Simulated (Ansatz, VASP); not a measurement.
**Al in VASP and in Ansatz**

Contents of INCAR:

```
SYSTEM = Al
PREC = Accurate
ENCUT = 520
EDIFF = 1E-6
ISMEAR = 0
SIGMA = 0.15
LREAL = .FALSE.
LASPH = .TRUE.
NELM = 100
ALGO = Normal
ISIF = 2
LWAVE = .FALSE.
LCHARG = .FALSE.
GGA = PE
IVDW = 12
NBANDS = 8
```

KPOINTS

```
regular mesh
0
G
  22 22 22
  0 0 0
```

POSCAR

```
Al
1.0
    0.0000000000      2.0594251703      2.0594251703
    2.0594251703      0.0000000000      2.0594251703
    2.0594251703      2.0594251703      0.0000000000
Al
1
Direct
    0.0000000000      0.0000000000      0.0000000000
```

Input for Ansatz:

```yaml
crystal:
  lattice:
    - [0.0, 2.0594251703, 2.0594251703]
    - [2.0594251703, 0.0, 2.0594251703]
    - [2.0594251703, 2.0594251703, 0.0]
  atoms:
    - { symbol: Al, position: [0.0, 0.0, 0.0] }
basis:
  ecutwfc: 420
kpoints:
  mp_grid: { grid: [22, 22, 22] }
hamiltonian:
  xc: pbe
  pseudopotentials: { kind: paw, azcp: { folder: soft_1 } }
  dispersion: d3bj
scf:
  occupations: { method: gaussian, width: 0.15 }
output:
  forces: true
  stress: true
  eigenvalues: true
```

Alike in both runs: task single point; functional PBE; dispersion D3(BJ); k mesh 22 × 22 × 22; occupations gaussian, width 0.15 eV; no spin polarisation.

|  | VASP | Ansatz |
| --- | --- | --- |
| version | VASP 6.6.1 | Ansatz 0.2.0 |
| potentials or method | VASP PAW PBE potentials, release 64 (Al), cutoff 520 eV | scalar-relativistic, plane waves, PAW |
| valence electrons in the cell | 3 | 3 |

Ansatz gave:

```
gap on the k mesh at the Fermi level (eV) : none
pressure (GPa)                            : -6.9
```

Which values does VASP return?

gap on the k mesh at the Fermi level (eV): none; pressure (GPa): -7.0.

A gap of «none» marks a metal or a gap that the smearing closes.
